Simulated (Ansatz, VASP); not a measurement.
# InRh: VASP beside Ansatz

Contents of INCAR:

```
SYSTEM = InRh
ALGO = Normal
EDIFF = 1E-6
ENCUT = 520
ISIF = 2
ISMEAR = 0
LASPH = .TRUE.
LCHARG = .FALSE.
LREAL = .FALSE.
LWAVE = .FALSE.
NBANDS = 21
NELM = 80
PREC = Accurate
SIGMA = 0.15
```

The input KPOINTS:

```
k-points
0
G
  16 16 16
  0 0 0
```

Contents of POSCAR:

```
InRh
1.0
    3.1960000000      0.0000000000      0.0000000000
    0.0000000000      3.1960000000      0.0000000000
    0.0000000000      0.0000000000      3.1960000000
In Rh
1 1
Direct
    0.5000000000      0.5000000000      0.5000000000
    0.0000000000      0.0000000000      0.0000000000
```

Input for Ansatz:

```yaml
crystal:
  lattice:
    - [3.196, 0.0, 0.0]
    - [0.0, 3.196, 0.0]
    - [0.0, 0.0, 3.196]
  atoms:
    - { symbol: In, position: [0.5, 0.5, 0.5] }
    - { symbol: Rh, position: [0.0, 0.0, 0.0] }
basis:
  ecutwfc: 420
kpoints:
  mp_grid: { grid: [16, 16, 16] }
hamiltonian:
  xc: lda
scf:
  occupations: { method: gaussian, width: 0.15 }
output:
  forces: true
  stress: true
  eigenvalues: true
  write_density: true
  write_potential: true
  elf: true
  volumetric_format: npy
```

Alike in both runs: task single point; functional LDA; k mesh 16 × 16 × 16; occupations gaussian, width 0.15 eV; no spin polarisation.

|  | VASP | Ansatz |
| --- | --- | --- |
| version | VASP 6.6.1 | Ansatz 0.2.0 |
| potentials or method | VASP PAW LDA potentials, release 64 (In_d, Rh_pv), cutoff 520 eV | scalar-relativistic, plane waves, PAW |
| valence electrons in the cell | 28 | 30 |

Ansatz gave:

| Property | Result |
| --- | --- |
| gap on the k mesh at the Fermi level (eV) | none |
| pressure (GPa) | -5.8 |

Task: Estimate VASP's values.

Result: gap on the k mesh at the Fermi level (eV): none; pressure (GPa): -5.2.

LDA's correlation is that of Perdew and Zunger in VASP and of Perdew and Wang (1992) in Ansatz. A gap of «none» marks a metal or a gap that the smearing closes. VASP's potentials hold 28 valence electrons a cell and Ansatz's 30, so a difference there can come from the potentials and not from the codes.
